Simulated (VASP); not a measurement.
Runs of VASP 6.6.1 on Zn. The structure is that of space group Pm-3m (No. 221), or close to it. The cells are those of the table. The cell was built from a structure type or drawn by symmetry, and may not be a known phase.

```tsv
task	cell	k mesh	cutoff (eV)	gap on the mesh (eV)	pressure (GPa)	relaxed volume (Å³/atom)
relaxation of cell and atoms	relaxed from a = 3.787 Å, 3 atoms	12 × 12 × 12	600	-	0.0	(a)
relaxation of cell and atoms	relaxed from a = 3.733 Å, 3 atoms	6 × 6 × 6	600	-	-0.2	(b)
single point	a = 3.787 Å, 3 atoms	6 × 6 × 6	520	none	0.4	-
single point	a = 3.733 Å, 3 atoms	6 × 6 × 6	520	none	2.7	-
single point	a = 3.771 Å, 3 atoms	12 × 12 × 12	520	none	0.2	-
```

Alike in all rows: level PBE; potentials or basis VASP PAW PBE potentials, release 64 (Zn); no spin polarisation; smearing gaussian 0.1 eV.

Q: Estimate the missing entries.

A: (a) 17.94; (b) 18.29.

Caveats: the highest band is partly filled, so the run has too few bands (at least some runs).

A gap of «none» marks levels without a gap at the run's occupations.
